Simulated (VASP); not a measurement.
# Al3N (Immm) in VASP: single point with PBE

Aim: the single point of Al3N with PBE.

All numbers are computed with VASP 6.6.1; they aren't measurements. Logs are shortened: lines on timing, memory, paths and dates and some standing lists are left out, and cuts for length are marked.

### Step 1. The cell of the first run

Symmetry: Immm, No. 71, orthorhombic system. The conventional cell has a = 3.800 Å, b = 3.871 Å, c = 8.453 Å, α = 90.00°, β = 90.00°, γ = 90.00°. Within 2.5 Å of Al (site symmetry mm2) lie 1 N at 1.90 Å. Within 2.6 Å of Al (site symmetry mmm) lie 2 N at 1.94 Å. Within 2.5 Å of N (site symmetry mmm) lie 4 Al at 1.90 to 1.94 Å.

### Step 2. Single point, PBE

File POSCAR:

```
Al3N
1.0
   -1.9356271750      1.8998055007      4.2263425895
    1.9356271750     -1.8998055007      4.2263425895
    1.9356271750      1.8998055007     -4.2263425895
Al N
3 1
Direct
    0.2244840624      0.7244840624      0.5000000000
    0.7755159376      0.2755159376      0.5000000000
    0.0000000000      0.0000000000      0.0000000000
    0.0000000000      0.5000000000      0.5000000000
```

File INCAR.step1:

```
SYSTEM = Al3N
PREC = Accurate
ENCUT = 520
EDIFF = 1E-7
ISMEAR = 0
SIGMA = 0.1
LREAL = .FALSE.
LASPH = .TRUE.
NELM = 80
ALGO = Normal
ISIF = 2
LWAVE = .FALSE.
LCHARG = .TRUE.
GGA = PE
NBANDS = 15
```

File KPOINTS.step1:

```
Automatic mesh
0
G
  16 16 16
  0 0 0
```

File INCAR.step2:

```
SYSTEM = Al3N
PREC = Accurate
ENCUT = 520
EDIFF = 1E-7
ISMEAR = -5
SIGMA = 0.1
LREAL = .FALSE.
LASPH = .TRUE.
NELM = 80
ALGO = Normal
ISIF = 2
LWAVE = .FALSE.
LCHARG = .FALSE.
GGA = PE
LORBIT = 10
NEDOS = 2001
ICHARG = 11
```

File KPOINTS.step2:

```
Automatic mesh
0
G
  24 24 24
  0 0 0
```

Potentials or basis: VASP PAW PBE potentials, release 64 (Al, N).

The run is started by

```sh
$ cat potpaw_PBE.64/Al/POTCAR potpaw_PBE.64/N/POTCAR > POTCAR
$ cp INCAR.step1 INCAR
$ cp KPOINTS.step1 KPOINTS
$ mpirun -np 1 vasp_std > vasp.out
$ cp INCAR.step2 INCAR
$ cp KPOINTS.step2 KPOINTS
$ mpirun -np 1 vasp_std > vasp.out
```

OUTCAR:

```text
SYSTEM = Al3N
   PREC = Accurate
   ENCUT = 520
   EDIFF = 1E-7
   ISMEAR = -5
   LREAL = .FALSE.
   LASPH = .TRUE.
   NELM = 80
   ISIF = 2
   GGA = PE
   LORBIT = 10
   ICHARG = 11

 ion  position               nearest neighbor table
   1  0.224  0.724  0.500-   4 1.90   3 2.71   3 2.71   2 2.75   2 2.75   2 2.75   2 2.75   3 3.01
                             3 3.01
   2  0.776  0.276  0.500-   4 1.90   3 2.71   3 2.71   1 2.75   1 2.75   1 2.75   1 2.75   3 3.01
                             3 3.01
   3  0.000  0.000  0.000-   4 1.94   4 1.94   1 2.71   1 2.71   2 2.71   2 2.71   1 3.01   2 3.01
                             2 3.01   1 3.01
   4  0.000  0.500  0.500-   1 1.90   2 1.90   3 1.94   3 1.94

  LATTYP: Found a body centered orthorhombic cell.
 ALAT       =     3.7996110014
 B/A-ratio  =     1.0188554430
 C/A-ratio  =     2.2246185664

  Lattice vectors:

 A1 = (   1.9356271750,  -1.8998055007,  -4.2263425895)
 A2 = (  -1.9356271750,   1.8998055007,  -4.2263425895)
 A3 = (   1.9356271750,   1.8998055007,   4.2263425895)

Analysis of symmetry for initial positions (statically):
=====================================================================
 Subroutine PRICEL returns:
 Original cell was already a primitive cell.

 Routine SETGRP: Setting up the symmetry group for a
 body centered orthorhombic supercell.

 Subroutine GETGRP returns: Found  8 space group operations
 (whereof  8 operations were pure point group operations)
 out of a pool of  8 trial point group operations.

The static configuration has the point symmetry D_2h.

Analysis of symmetry for dynamics (positions and initial velocities):
=====================================================================
 Subroutine PRICEL returns:
 Original cell was already a primitive cell.

 Routine SETGRP: Setting up the symmetry group for a
 body centered orthorhombic supercell.

 Subroutine GETGRP returns: Found  8 space group operations
 (whereof  8 operations were pure point group operations)
 out of a pool of  8 trial point group operations.

The dynamic configuration has the point symmetry D_2h.

 Subroutine INISYM returns: Found  8 space group operations
 (whereof  8 operations are pure point group operations),
 and found     1 'primitive' translations

----------------------------------------------------------------------------------------

                                     Primitive cell

  volume of cell :      62.1664

  direct lattice vectors                    reciprocal lattice vectors
    -1.935627175  1.899805501  4.226342589     0.000000000  0.263184836  0.118305601
     1.935627175 -1.899805501  4.226342589     0.258314208  0.000000000  0.118305601
     1.935627175  1.899805501 -4.226342589     0.258314208  0.263184836  0.000000000

  length of vectors
     5.021741250  5.021741250  5.021741250     0.288552375  0.284116957  0.368771593

  position of ions in fractional coordinates (direct lattice)
     0.224484062  0.724484062  0.500000000
     0.775515938  0.275515938  0.500000000
     0.000000000  0.000000000  0.000000000
     0.000000000  0.500000000  0.500000000

  ion indices of the primitive-cell ions
   primitive index   ion index
                 1           1
                 2           2
                 3           3
                 4           4

----------------------------------------------------------------------------------------

 KPOINTS: Automatic mesh

Automatic generation of k-mesh.
 Grid dimensions read from file:
 generate k-points for:   24   24   24

 Generating k-lattice:

  Cartesian coordinates                     Fractional coordinates (reciprocal lattice)
     0.000000000  0.010966035  0.004929400     0.041666667  0.000000000  0.000000000
     0.010763092  0.000000000  0.004929400    -0.000000000  0.041666667  0.000000000
     0.010763092  0.010966035  0.000000000    -0.000000000  0.000000000  0.041666667

  Length of vectors
     0.012023016  0.011838207  0.015365483

  Shift w.r.t. Gamma in fractional coordinates (k-lattice)
     0.000000000  0.000000000  0.000000000

 TETIRR: Found  34748 inequivalent tetrahedra from    82944

 Subroutine IBZKPT returns following result:
 ===========================================

 Found   1963 irreducible k-points:

 Following reciprocal coordinates:
            Coordinates               Weight
  0.000000  0.000000  0.000000      1.000000
  0.041667  0.000000  0.000000      4.000000
  0.083333  0.000000  0.000000      4.000000
  0.125000 -0.000000  0.000000      4.000000
  0.166667  0.000000  0.000000      4.000000
  0.208333 -0.000000  0.000000      4.000000
[... 16 lines left out ...]
  0.375000  0.041667 -0.000000      8.000000
  0.416667  0.041667  0.000000      8.000000
 [... further k-points ...]
   k-points           NKPTS =   1963   k-points in BZ     NKDIM =   1963   number of bands    NBANDS=     11
   number of dos      NEDOS =   2001   number of ions     NIONS =      4
   total plane-waves  NPLWV =  64000
   dimension x,y,z NGX =    40 NGY =   40 NGZ =   40
   dimension x,y,z NGXF=    80 NGYF=   80 NGZF=   80
   ions per type =               3   1
   NGX,Y,Z   is equivalent  to a cutoff of  13.24, 13.24, 13.24 a.u.
   NGXF,Y,Z  is equivalent  to a cutoff of  26.48, 26.48, 26.48 a.u.
 SYSTEM =  Al3N
   PREC   = accura    normal or accurate (medium, high low for compatibility)
   ISTART =      0    job   : 0-new  1-cont  2-samecut
   ICHARG =     11    charge: 1-file 2-atom 10-const
   ISPIN  =      1    spin polarized calculation?
   LNONCOLLINEAR =      F non collinear calculations
   LSORBIT =      F    spin-orbit coupling
   LASPH  =      T    aspherical Exc in radial PAW
   ENCUT  =  520.0 eV  38.22 Ry    6.18 a.u.   9.34  9.34  9.34*2*pi/ulx,y,z
   NELM   =     80;   NELMIN=  2; NELMDL=  0     # of ELM steps
   EDIFF  = 0.1E-06   stopping-criterion for ELM
   LREAL  =      F    real-space projection
   EDIFFG = 0.1E-05   stopping-criterion for IOM
   NSW    =      0    number of steps for IOM
   IBRION =     -1    ionic relax: 0-MD 1-quasi-New 2-CG
   NFREE  =      0    steps in history (QN), initial steepest desc. (CG)
   ISIF   =      2    stress and relaxation
   ISYM   =      2    0-nonsym 1-usesym 2-fastsym
   POTIM  = 0.5000    time-step for ionic-motion
   TEBEG  =    0.0;   TEEND  =   0.0 temperature during run
   PSTRESS=    0.0 pullay stress
   NELECT =      14.0000    total number of electrons
   NUPDOWN=      -1.0000    fix difference up-down
   EMIN   =  10.00;   EMAX   =-10.00  energy-range for DOS
   EFERMI =   0.00;   METHOD = LEGACY
   ISMEAR =    -5;   SIGMA  =   0.10  broadening in eV -4-tet -1-fermi 0-gaus
   EFERMI_NEDOS =   21; number of points for ismear=-14 and -15
   IALGO  =     38    algorithm
   IMIX   =      4    mixing-type and parameters
     AMIX     =   0.40;   BMIX     =  1.00
     AMIX_MAG =   1.60;   BMIX_MAG =  1.00
  volume/ion in A,a.u.               =      15.54       104.88
  Fermi-wavevector in a.u.,A,eV,Ry     =   0.996015  1.882194 13.497590  0.992045
  Thomas-Fermi vector in A             =   2.128074
   LORBIT       =     10    0 simple, 1 ext, 2 COOP (PROOUT), +10 PAW based schemes
   GGA     = PE    functional components
   LHFCALC =     F    Hartree Fock is set to
   AEXX    =    0.0000 exact exchange contribution
   IVDW    =     0    specifies the selected vdW correction
   LEPSILON=     F    determine dielectric tensor
   LRPA    =     F    only Hartree local field effects (RPA)
 non-spin polarized calculation
 Fermi weights with tetrahedron method with Bloechl corrections
  energy-cutoff  :      520.00
  volume of cell :       62.17
 maximum number of plane-waves:      1694
 NGX is ok and might be reduce to    40

 number of electron      14.0000001 magnetization

 Free energy of the ion-electron system (eV)
  ---------------------------------------------------
  ext. energy  EPLUGINS =         0.00000000
  ---------------------------------------------------
  free energy    TOTEN  =       -19.86756504 eV

  energy without entropy =      -19.86756504  energy(sigma->0) =      -19.86756504

 E-fermi :   6.5965     XC(G=0):  -9.8273

 val. band max:        6.7233452208   @ k =   0.0833  -0.0833   0.0833
 cond. band min:       6.5394930812   @ k =   0.4167  -0.1667   0.0417
 fundamental gap:     -0.1838521396
 Fermi energy:         6.5964504972

 k-point     1 :       0.0000    0.0000    0.0000
  band No.  band energies     occupation
      1      -9.3664      2.00000
      2      -1.0290      2.00000
      3       0.1194      2.00000
      4       1.0695      2.00000
      5       3.6165      2.00000
      6       6.4763      2.00000
      7       6.5110      1.47851
      8       6.8021      0.00000
      9       6.9719      0.00000
     10       9.3647      0.00000
     11      11.6500      0.00000

 k-point     2 :       0.0417    0.0000    0.0000
  band No.  band energies     occupation
      1      -9.3620      2.00000
      2      -1.0420      2.00000
      3       0.1423      2.00000
      4       1.0702      2.00000
      5       3.5966      2.00000
      6       6.4067      2.00000
      7       6.4970      1.78714
      8       6.8043     -0.00657
      9       6.9385      0.00000
     10       9.5706      0.00000
     11      11.2313      0.00000
[... 295 lines left out ...]
 k-point    24 :       0.4167    0.0417    0.0000
  band No.  band energies     occupation
      1      -9.1090      2.00000
      2      -1.2510      2.00000
      3       0.9265      2.00000
      4       1.2405      2.00000
      5       1.5449      2.00000
      6       5.0361      2.00000
      7       5.8932      2.00000
      8       7.4541      0.00000
      9       8.4312      0.00000
     10      10.0981      0.00000
     11      11.0951      0.00000

 [... further k-points ...]
[... 5 lines left out ...]
  --------------------------------------------------------------------------------------
  -------------------------------------------------------------------------------------
  Total       -0.1153004     -0.0046779     -0.0986112     -0.0000000      0.0000000      0.0000000
  in kB       -2.9715703     -0.1205608     -2.5414477     -0.0000000      0.0000000      0.0000000
  external PRESSURE =      -1.8778596 kB  Pullay stress =       0.0000000 kB

 VOLUME and BASIS-vectors are now :
 -----------------------------------------------------------------------------
  energy-cutoff  :      520.00
  volume of cell :       62.17
      direct lattice vectors                 reciprocal lattice vectors
    -1.935627175  1.899805501  4.226342589     0.000000000  0.263184836  0.118305601
     1.935627175 -1.899805501  4.226342589     0.258314208  0.000000000  0.118305601
     1.935627175  1.899805501 -4.226342589     0.258314208  0.263184836  0.000000000

 POSITION                                       TOTAL-FORCE (eV/Angst)
 -----------------------------------------------------------------------------------
      1.93563      0.00000      1.89749         0.000000     -0.000000      0.001955
     -0.00000      1.89981      2.32885        -0.000000      0.000000     -0.001955
      0.00000      0.00000      0.00000         0.000000      0.000000      0.000000
      1.93563      0.00000      0.00000         0.000000      0.000000     -0.000000
 -----------------------------------------------------------------------------------
    total drift:                                0.000000     -0.000000     -0.000000

  FREE ENERGIE OF THE ION-ELECTRON SYSTEM (eV)
  ---------------------------------------------------
  free  energy   TOTEN  =       -19.8675650407 eV

  energy  without entropy=      -19.8675650407  energy(sigma->0) =      -19.86756504

 total charge

# of ion       s       p       d       tot
------------------------------------------
    1        0.428   0.367   0.000   0.795
    2        0.428   0.367   0.000   0.795
    3        0.366   0.348   0.000   0.714
    4        1.254   2.531   0.000   3.785
--------------------------------------------------
tot          2.476   3.613   0.000   6.089
```

It took 22 min on 1 thread of AMD EPYC 9R45 (Zen 5), shared host; peak memory 1.3 GiB.

What came out:

- Valence electrons inside the program's atomic spheres: Al 0.80, 0.71 (each value once); N 3.79
